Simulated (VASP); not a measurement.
# Pb (P6_3/mmc) in VASP: a series of runs

Pb is run at these levels: RPBE; tasks: single point.

All numbers are computed with VASP 6.6.1; they aren't measurements. Logs are shortened: lines on timing, memory, paths and dates and some standing lists are left out, and cuts for length are marked.

## (1) The cell of the first run

The structure is hexagonal, space group P6_3/mmc (No. 194). Conventional cell: a = 3.470 Å, b = 3.470 Å, c = 11.211 Å, α = 90.00°, β = 90.00°, γ = 120.00°. Pb (site symmetry -3m) has 12 Pb at 3.45 to 3.47 Å within 4.5 Å. Within 4.5 Å of Pb (site symmetry -6m2) lie 12 Pb at 3.45 to 3.47 Å.

This isn't the form of Pb at room conditions, which is fcc.

## (2) Single point, RPBE (29.23 Å³/atom)

The input, INCAR:

```
ALGO = Normal
EDIFF = 1E-6
ENCUT = 520
GGA = RP
ISIF = 2
ISMEAR = -1
LASPH = True
LCHARG = False
LREAL = False
LWAVE = False
NBANDS = 36
NELM = 80
PREC = Accurate
SIGMA = 0.1
```

The input, KPOINTS:

```
k-points
0
Gamma
  11 11 3
```

The input, POSCAR:

```
Pb
1.0
    3.4700528751      0.0000000000      0.0000000000
   -1.7350264376      3.0051539423      0.0000000000
    0.0000000000      0.0000000000     11.2108928155
Pb
4
Direct
    1.0000000000      0.0000000000      1.0000000000
    0.0000000000      0.0000000000      0.5000000000
    0.3333333333      0.6666666667      0.2500000000
    0.6666666667      0.3333333333      0.7500000000
```

Potentials or basis: VASP PAW PBE potentials, release 64 (Pb_d).

The run is started by

```sh
> cat potpaw_PBE.64/Pb_d/POTCAR > POTCAR
> mpirun -np 1 vasp_std > vasp.out
```

OUTCAR:

```text
EDIFF = 1E-6
   ENCUT = 520
   GGA = RP
   ISIF = 2
   ISMEAR = -1
   LASPH = True
   LREAL = False
   NELM = 80
   PREC = Accurate

 ion  position               nearest neighbor table
   1  0.000  0.000  0.000-   3 3.45   4 3.45   4 3.45   3 3.45   4 3.45   3 3.45
   2  0.000  0.000  0.500-   3 3.45   4 3.45   4 3.45   3 3.45   4 3.45   3 3.45
   3  0.333  0.667  0.250-   1 3.45   2 3.45   1 3.45   2 3.45   1 3.45   2 3.45
   4  0.667  0.333  0.750-   1 3.45   2 3.45   1 3.45   2 3.45   1 3.45   2 3.45

  LATTYP: Found a hexagonal cell.
 ALAT       =     3.4700528751
 C/A-ratio  =     3.2307556164

  Lattice vectors:

 A1 = (   3.4700528751,   0.0000000000,   0.0000000000)
 A2 = (  -1.7350264376,   3.0051539423,   0.0000000000)
 A3 = (   0.0000000000,   0.0000000000,  11.2108928155)

Analysis of symmetry for initial positions (statically):
=====================================================================
 Subroutine PRICEL returns:
 Original cell was already a primitive cell.

 Routine SETGRP: Setting up the symmetry group for a
 hexagonal supercell.

 Subroutine GETGRP returns: Found 24 space group operations
 (whereof 12 operations were pure point group operations)
 out of a pool of 24 trial point group operations.

The static configuration has the point symmetry D_3d.
 The point group associated with its full space group is D_6h.

Analysis of symmetry for dynamics (positions and initial velocities):
=====================================================================
 Subroutine PRICEL returns:
 Original cell was already a primitive cell.

 Routine SETGRP: Setting up the symmetry group for a
 hexagonal supercell.

 Subroutine GETGRP returns: Found 24 space group operations
 (whereof 12 operations were pure point group operations)
 out of a pool of 24 trial point group operations.

The dynamic configuration has the point symmetry D_3d.
 The point group associated with its full space group is D_6h.

 Subroutine INISYM returns: Found 24 space group operations
 (whereof 12 operations are pure point group operations),
 and found     1 'primitive' translations

----------------------------------------------------------------------------------------

                                     Primitive cell

  volume of cell :     116.9077

  direct lattice vectors                    reciprocal lattice vectors
     3.470052875  0.000000000  0.000000000     0.288180047  0.166380828  0.000000000
[... 90 lines left out ...]
   EDIFF  = 0.1E-05   stopping-criterion for ELM
   LREAL  =      F    real-space projection
   EDIFFG = 0.1E-04   stopping-criterion for IOM
   NSW    =      0    number of steps for IOM
   IBRION =     -1    ionic relax: 0-MD 1-quasi-New 2-CG
   NFREE  =      0    steps in history (QN), initial steepest desc. (CG)
   ISIF   =      2    stress and relaxation
   ISYM   =      2    0-nonsym 1-usesym 2-fastsym
   POTIM  = 0.5000    time-step for ionic-motion
   TEBEG  =    0.0;   TEEND  =   0.0 temperature during run
   PSTRESS=    0.0 pullay stress
   NELECT =      56.0000    total number of electrons
   NUPDOWN=      -1.0000    fix difference up-down
   EMIN   =  10.00;   EMAX   =-10.00  energy-range for DOS
   EFERMI =   0.00;   METHOD = LEGACY
   ISMEAR =    -1;   SIGMA  =   0.10  broadening in eV -4-tet -1-fermi 0-gaus
   EFERMI_NEDOS =   21; number of points for ismear=-14 and -15
   IALGO  =     38    algorithm
   IMIX   =      4    mixing-type and parameters
     AMIX     =   0.40;   BMIX     =  1.00
     AMIX_MAG =   1.60;   BMIX_MAG =  1.00
  volume/ion in A,a.u.               =      29.23       197.23
  Fermi-wavevector in a.u.,A,eV,Ry     =   1.280923  2.420594 22.323961  1.640765
  Thomas-Fermi vector in A             =   2.413323
   LORBIT       =      0    0 simple, 1 ext, 2 COOP (PROOUT), +10 PAW based schemes
   GGA     = RP    functional components
   LHFCALC =     F    Hartree Fock is set to
   AEXX    =    0.0000 exact exchange contribution
   IVDW    =     0    specifies the selected vdW correction
   LEPSILON=     F    determine dielectric tensor
   LRPA    =     F    only Hartree local field effects (RPA)
 non-spin polarized calculation
  energy-cutoff  :      520.00
  volume of cell :      116.91
 maximum number of plane-waves:      3186
 NGX is ok and might be reduce to    28
   NGX = 13   NGY = 13   NGZ = 41

 number of electron      56.0000012 magnetization

 Free energy of the ion-electron system (eV)
  ---------------------------------------------------
  ext. energy  EPLUGINS =         0.00000000
  ---------------------------------------------------
  free energy    TOTEN  =       -12.45290110 eV

  energy without entropy =      -12.38129374  energy(sigma->0) =      -12.41709742

 E-fermi :   7.8649     XC(G=0): -10.2689

 val. band max:        7.7972425169   @ k =   0.3636   0.1818   0.3333
 cond. band min:       7.8735120809   @ k =   0.3636   0.0909   0.3333
 fundamental gap:      0.0762695640
 Fermi energy:         7.8648551447

 k-point     1 :       0.0000    0.0000    0.0000
  band No.  band energies     occupation
      1      -9.3861      2.00000
      2      -9.3637      2.00000
      3      -9.3477      2.00000
      4      -9.3477      2.00000
      5      -9.3454      2.00000
      6      -9.3390      2.00000
[... 925 lines left out ...]
     35      13.4138      0.00000
     36      14.3952      0.00000

 [... further k-points ...]

------------------------ aborting loop because EDIFF is reached ----------------------------------------

  FORCE on cell =-STRESS in cart. coord.  units (eV):
  Direction    XX          YY          ZZ          XY          YZ          ZX
  --------------------------------------------------------------------------------------
  -------------------------------------------------------------------------------------
  Total        4.0916637      4.0916637      4.6417030     -0.0000000      0.0000000     -0.0000000
  in kB       56.0747688     56.0747688     63.6128588     -0.0000000      0.0000000     -0.0000000
  external PRESSURE =      58.5874654 kB  Pullay stress =       0.0000000 kB

 VOLUME and BASIS-vectors are now :
 -----------------------------------------------------------------------------
  energy-cutoff  :      520.00
  volume of cell :      116.91
      direct lattice vectors                 reciprocal lattice vectors
     3.470052875  0.000000000  0.000000000     0.288180047  0.166380828  0.000000000
    -1.735026438  3.005153942  0.000000000     0.000000000  0.332761655  0.000000000
     0.000000000  0.000000000 11.210892815     0.000000000  0.000000000  0.089198962

 POSITION                                       TOTAL-FORCE (eV/Angst)
 -----------------------------------------------------------------------------------
      0.00000      0.00000      0.00000        -0.000000      0.000000      0.000000
      0.00000      0.00000      5.60545        -0.000000      0.000000      0.000000
     -0.00000      2.00344      2.80272        -0.000000      0.000000      0.000000
      1.73503      1.00172      8.40817         0.000000     -0.000000     -0.000000
 -----------------------------------------------------------------------------------
    total drift:                                0.000000     -0.000000      0.000000

  FREE ENERGIE OF THE ION-ELECTRON SYSTEM (eV)
  ---------------------------------------------------
  free  energy   TOTEN  =       -12.4529010985 eV

  energy  without entropy=      -12.3812937435  energy(sigma->0) =      -12.41709742
```

OSZICAR:

```text
N       E                     dE             d eps       ncg     rms          rms(c)
DAV:   1     0.683325319512E+03    0.68333E+03   -0.27295E+04  2304   0.192E+03
DAV:   2     0.536842714502E+02   -0.62964E+03   -0.61977E+03  2312   0.503E+02
DAV:   3    -0.969536217209E+01   -0.63380E+02   -0.62422E+02  2744   0.203E+02
DAV:   4    -0.123836973908E+02   -0.26883E+01   -0.26819E+01  2772   0.466E+01
DAV:   5    -0.124859365378E+02   -0.10224E+00   -0.10223E+00  2964   0.791E+00    0.105E+00
DAV:   6    -0.124602628653E+02    0.25674E-01   -0.82157E-02  3452   0.271E+00    0.551E-01
DAV:   7    -0.124528122255E+02    0.74506E-02   -0.32901E-02  2976   0.200E+00    0.178E-01
DAV:   8    -0.124529032401E+02   -0.91015E-04   -0.32666E-03  2756   0.671E-01    0.309E-02
DAV:   9    -0.124529139921E+02   -0.10752E-04   -0.20851E-04  3228   0.153E-01    0.112E-02
DAV:  10    -0.124529003793E+02    0.13613E-04   -0.27552E-05  2900   0.609E-02    0.445E-03
DAV:  11    -0.124529010985E+02   -0.71916E-06   -0.29836E-06  1988   0.268E-02
   1 F= -.12452901E+02 E0= -.12417097E+02  d E =-.716074E-01
```

stdout:

```text
POSCAR found type information on POSCAR Pb
 POSCAR found :  1 types and       4 ions
 scaLAPACK will be used
 -----------------------------------------------------------------------------
|                                                                             |
|                                                                             |
|     You enforced a specific xc type in the INCAR file but a different       |
|     I HOPE YOU KNOW WHAT YOU ARE DOING!                                     |
|                                                                             |
 -----------------------------------------------------------------------------

 LDA part: xc-table for (Slater+PW92), standard interpolation
 POSCAR, INCAR and KPOINTS ok, starting setup
 FFT: planning ... GRIDC
 FFT: planning ... GRID_SOFT
 FFT: planning ... GRID
 WAVECAR not read
 entering main loop
```

It took 59 s on 1 thread of AMD EPYC 9R45 (Zen 5), shared host; peak memory 0.25 GiB.

What came out:

- Free energy: -12.4529 eV
- Pressure: 5.9 GPa
- Band gap on the k mesh: zero (bands 28 and 29 overlap by 7.28 eV)

Caveat: the cell stands under pressure; the PAW data sets were made with another functional, which shifts forces and pressure a little; spin-orbit coupling is left out, which moves the levels of the heavy elements.

## (3) Single point, RPBE (30.56 Å³/atom)

This run uses another cell than the first one, of 30.56 Å³/atom.

The input, INCAR:

```
SYSTEM = Pb
PREC     = Accurate       ! precision mode
ENCUT    = 520            ! plane-wave cutoff, eV
EDIFF    = 1E-6           ! SCF threshold, eV
ISMEAR   = -1             ! smearing method
SIGMA    = 0.1            ! smearing width, eV
LREAL    = .False.        ! projectors in reciprocal space
LASPH    = .True.         ! aspherical terms in the spheres
NELM     = 100            ! most SCF steps
ALGO     = Normal         ! electronic algorithm
ISIF     = 2              ! what is computed and relaxed
LWAVE    = .False.        ! write WAVECAR
LCHARG   = .False.        ! write CHGCAR
GGA      = RP             ! functional
NBANDS   = 36             ! bands
```

The input, KPOINTS:

```
Automatic mesh
0
Gamma
  11 11 3
  0 0 0
```

The input, POSCAR:

```
Pb
1.0
    3.5218523458      0.0000000000      0.0000000000
   -1.7609261729      3.0500135998      0.0000000000
    0.0000000000      0.0000000000     11.3782442465
Pb
4
Direct
    1.0000000000      0.0000000000      1.0000000000
    0.0000000000      0.0000000000      0.5000000000
    0.3333333333      0.6666666667      0.2500000000
    0.6666666667      0.3333333333      0.7500000000
```

Potentials or basis: VASP PAW PBE potentials, release 64 (Pb_d).

The run is started by

```sh
> cat potpaw_PBE.64/Pb_d/POTCAR > POTCAR
> mpirun -np 1 vasp_std > vasp.out
```

Wall time 62 s (1 thread of AMD EPYC 9R45 (Zen 5), shared host); peak memory 0.26 GiB.

Results (log left out):

```
Free energy            : -12.6078 eV
Pressure               : 3.4 GPa
Band gap on the k mesh : zero (bands 28 and 29 overlap by 6.94 eV)
```

Stress tensor (GPa, compression positive):
```
3.21 0.00 0.00
0.00 3.21 0.00
0.00 0.00 3.75
```

Levels at points of the mesh, in eV from the Fermi level:
| k point | band 25 | band 26 | band 27 | band 28 | band 29 | band 30 | band 31 | band 32 |
| --- | --- | --- | --- | --- | --- | --- | --- | --- |
| (0.00, 0.00, 0.00) | -4.18 | 0.83 | 0.84 | 5.40 | 5.40 | 6.21 | 6.21 | 6.26 |

Caveat: the cell stands under pressure; the PAW data sets were made with another functional, which shifts forces and pressure a little; spin-orbit coupling is left out, which moves the levels of the heavy elements.

(Continued in part 2 of 3.)
